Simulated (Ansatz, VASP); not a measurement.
## ZrS in VASP and in Ansatz

```xyz
2
Lattice="0.0000 2.5832 2.5832 2.5832 0.0000 2.5832 2.5832 2.5832 0.0000" Properties=species:S:1:pos:R:3 pbc="T T T"
Zr    0.0000    0.0000    0.0000
S     2.5832    2.5832    2.5832
```

Alike in both runs: functional PBEsol; k mesh 10 × 10 × 10; occupations fermi-dirac, width 0.08 eV; no spin polarisation.

Ansatz relaxed the structure, and its values are those at the end. VASP's run is a single point on that final structure, the one shown.

```csv
,VASP,Ansatz
version,VASP 6.6.1,Ansatz 0.2.0
potentials or method,"VASP PAW PBE potentials, release 64 (Zr_sv, S)","PAW with Ansatz's default frozen-core files, scalar-relativistic"
plane-wave cutoff (eV),520,420
valence electrons in the cell,18,18
```

```csv
,VASP,Ansatz,Ansatz less VASP
pressure (GPa),0.2,0.0,-0.22
```

VASP's potentials were made for PBE, not for PBEsol.
